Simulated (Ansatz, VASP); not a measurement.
**One calculation of PbSe, two programs**

Contents of INCAR:

```
SYSTEM = PbSe
PREC = Accurate
ENCUT = 520
EDIFF = 1E-7
ISMEAR = 0
SIGMA = 0.02
LREAL = .FALSE.
LASPH = .TRUE.
NELM = 60
ALGO = Normal
ISIF = 2
LWAVE = .FALSE.
LCHARG = .TRUE.
GGA = PE
LELF = .TRUE.
LVHAR = .TRUE.
NBANDS = 17
```

KPOINTS

```
Automatic mesh
0
G
  12 12 12
  0 0 0
```

POSCAR

```
PbSe
1.0
   -2.1984369832      2.1984369832      3.1090826765
    2.1984369832     -2.1984369832      3.1090826765
    2.1984369832      2.1984369832     -3.1090826765
Pb Se
1 1
Direct
    0.1222157868      0.1222157868      0.0000000000
    0.6234356348      0.6234356348      0.0000000000
```

Input for Ansatz:

```yaml
crystal:
  lattice:
    - [-2.1984369832, 2.1984369832, 3.1090826765]
    - [2.1984369832, -2.1984369832, 3.1090826765]
    - [2.1984369832, 2.1984369832, -3.1090826765]
  atoms:
    - { symbol: Pb, position: [0.1222157868, 0.1222157868, 0.0] }
    - { symbol: Se, position: [0.6234356348, 0.6234356348, 0.0] }
basis:
  ecutwfc: 420
kpoints:
  mp_grid: { grid: [12, 12, 12] }
  band_path:
    path:
      - [[0.0, 0.0, 0.0], [0.0, 0.0, 0.5], [0.25, 0.25, 0.25], [0.0, 0.5, 0.0], [0.0, 0.0, 0.0], [0.5, 0.5, -0.5], [0.37499813, 0.62500187, -0.37499813]]
      - [[-0.37499813, 0.37499813, 0.37499813], [0.0, 0.0, 0.0]]
      - [[0.0, 0.0, 0.5], [-0.24999626, 0.24999626, 0.5]]
      - [[0.5, 0.5, -0.24999626], [0.5, 0.5, -0.5]]
    npoints: 14
hamiltonian:
  xc: pbe
scf:
  occupations: { method: gaussian, width: 0.02 }
  n_extra_bands: 6
output:
  forces: true
  stress: true
  eigenvalues: true
  populations: true
  dos: { projected: true, de: 0.02, nscf_kmesh: { grid: [18, 18, 18] } }
  bader: true
  write_density: true
  write_potential: true
  elf: true
  volumetric_format: npy
```

Alike in both runs: task single point; functional PBE; k mesh 12 × 12 × 12; occupations gaussian, width 0.02 eV; no spin polarisation.

```csv
,VASP,Ansatz
version,VASP 6.6.1,Ansatz 0.2.0
potentials or method,"VASP PAW PBE potentials, release 64 (Pb_d, Se), cutoff 520 eV","scalar-relativistic, plane waves, PAW"
valence electrons in the cell,20,30
```

```tsv
	VASP	Ansatz	Ansatz less VASP
gap on the k mesh at the Fermi level (eV)	0.44	0.43	-0.005
least direct gap on the mesh (eV)	0.44	0.43	-0.005
pressure (GPa)	0.0	0.0	+0.02
```

VASP's potentials hold 20 valence electrons a cell and Ansatz's 30, so a difference there can come from the potentials and not from the codes.

Neither program's run includes spin-orbit coupling.
